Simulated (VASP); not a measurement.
Write the native input for VASP 6.6.1 that does the following.

```
Task                   : relaxation of cell and atoms
Functional             : PBEsol
Potentials or basis    : VASP PAW PBE potentials, release 64 (Lu)
Cutoff                 : 600 eV
k mesh                 : 7 × 7 × 7
Occupations            : methfessel-paxton, width 0.1 eV
Spin                   : no spin polarisation
Target pressure        : 30 GPa
Dipole correction      : no
Further INCAR settings : ALGO = Normal; EDIFF = 1e-06; IBRION = 2; EDIFFG = -0.02; NSW = 80; ISIF = 3
```

The structure of Lu lies in POSCAR:

```
Lu
1.0
    3.1900000000      0.0000000000      0.0000000000
    0.0000000000      3.1900000000      0.0000000000
    0.0000000000      0.0000000000      3.1900000000
Lu
1
Direct
    0.0000000000      0.0000000000      0.0000000000
```

This isn't the form of Lu at room conditions, which is hcp.

The input as run:

INCAR

```
PREC = Accurate ; ENCUT = 600
EDIFF = 1E-6 ; ISMEAR = 1
SIGMA = 0.1 ; LREAL = F
LASPH = T ; NELM = 100
ALGO = Normal ; ISIF = 3
LWAVE = F ; LCHARG = F
GGA = PS ; IBRION = 2
NSW = 80 ; EDIFFG = -0.02
PSTRESS = 300.0
```

KPOINTS

```
Automatic mesh
0
Gamma
  7 7 7
```

Potentials or basis: VASP PAW PBE potentials, release 64 (Lu).

Run with:

```bash
$ cat potpaw_PBE.64/Lu/POTCAR > POTCAR
$ mpirun -np 1 vasp_std > vasp.out
```

It gave:

```yaml
Relaxed_volume: 19.68 Å³/atom
Relaxed_cell: a = 2.700 Å, b = 2.700 Å, c = 2.700 Å, α = 90.00°, β = 90.00°, γ = 90.00°
Space_group_after_relaxing_to_0.1_Å: Pm-3m (No. 221)
Energy_change_on_relaxing_the_run_minimises_the_enthalpy: +792.6 meV/atom
Ionic_steps: 6
Pressure_after_relaxing: 29.9 GPa
Band_gap_on_the_k_mesh: zero (an odd number of electrons rules out a gap without spin polarisation)
```

Caveat: the cell is relaxed towards a set pressure, so the run minimises the enthalpy, not the energy; the volume moved by over 15 % at a fixed basis, so the end points are rough; the PAW data sets were made with another functional, which shifts forces and pressure a little; spin-orbit coupling is left out, which moves the levels of the heavy elements.

It took 2.4 min on 1 thread of Intel Xeon 8259CL (shared host), peak memory 0.2 GiB.
